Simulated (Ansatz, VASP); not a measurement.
Be3Cd2S in VASP and in Ansatz

The input INCAR:

```
PREC = Accurate ; ENCUT = 600
EDIFF = 1E-6 ; ISMEAR = 0
SIGMA = 0.1 ; LREAL = F
LASPH = T ; NELM = 60
ALGO = Normal ; ISIF = 3
LWAVE = F ; LCHARG = F
GGA = PE ; IBRION = 2
NSW = 90 ; EDIFFG = -0.04
```

KPOINTS

```
regular mesh
0
Gamma
  4 4 4
```

Contents of POSCAR:

```
Be3Cd2S
1.0
    5.0675538600      0.0000000000      0.0000000000
    0.0000000000      5.0675538600      0.0000000000
    0.0000000000      0.0000000000      3.7432067000
Be Cd S
3 2 1
Direct
    0.0000000000      0.5000000000      0.5000000000
    0.5000000000      0.0000000000      0.5000000000
    0.0000000000      0.0000000000      0.5000000000
    0.5000000000      0.5000000000      0.5000000000
    0.0000000000      0.0000000000      0.0000000000
    0.5000000000      0.5000000000      0.0000000000
```

Input for Ansatz:

```yaml
crystal:
  lattice:
    - [5.06755386, 0.0, 0.0]
    - [0.0, 5.06755386, 0.0]
    - [0.0, 0.0, 3.7432067]
  atoms:
    - { symbol: Be, position: [0.0, 0.5, 0.5] }
    - { symbol: Be, position: [0.5, 0.0, 0.5] }
    - { symbol: Be, position: [0.0, 0.0, 0.5] }
    - { symbol: Cd, position: [0.5, 0.5, 0.5] }
    - { symbol: Cd, position: [0.0, 0.0, 0.0] }
    - { symbol: S, position: [0.5, 0.5, 0.0] }
basis:
  ecutwfc: 420
kpoints:
  mp_grid: { grid: [4, 4, 4] }
hamiltonian:
  xc: pbe
scf:
  occupations: { method: gaussian, width: 0.1 }
  lower_state_search: "off"
output:
  forces: true
  stress: true
  eigenvalues: true
relax:
  adjacent_minimum: "off"
  f_tol: 0.04
  max_steps: 70
  cell: { stress_tol: 0.4 }
```

Alike in both runs: task relaxation of cell and atoms; functional PBE; k mesh 4 × 4 × 4; occupations gaussian, width 0.1 eV; no spin polarisation.

|  | VASP | Ansatz |
| --- | --- | --- |
| version | VASP 6.6.1 | Ansatz 0.2.0 |
| potentials or method | VASP PAW PBE potentials, release 64 (Be, Cd, S), cutoff 600 eV | scalar-relativistic, plane waves, PAW |
| valence electrons in the cell | 36 | 52 |

```tsv
	VASP	Ansatz	Ansatz less VASP
gap on the k mesh at the Fermi level, each at its own relaxed structure (eV)	none	none	-
relaxed volume (Å³/atom)	18.24	18.18	-0.062
relaxed length of the cell vector where the two differ most in proportion (Å)	4.497	4.488	-0.0093
```

A gap of «none» marks a metal or a gap that the smearing closes. VASP's potentials hold 36 valence electrons a cell and Ansatz's 52, so a difference there can come from the potentials and not from the codes.

The k mesh is coarse, so the values compare programs but aren't converged.
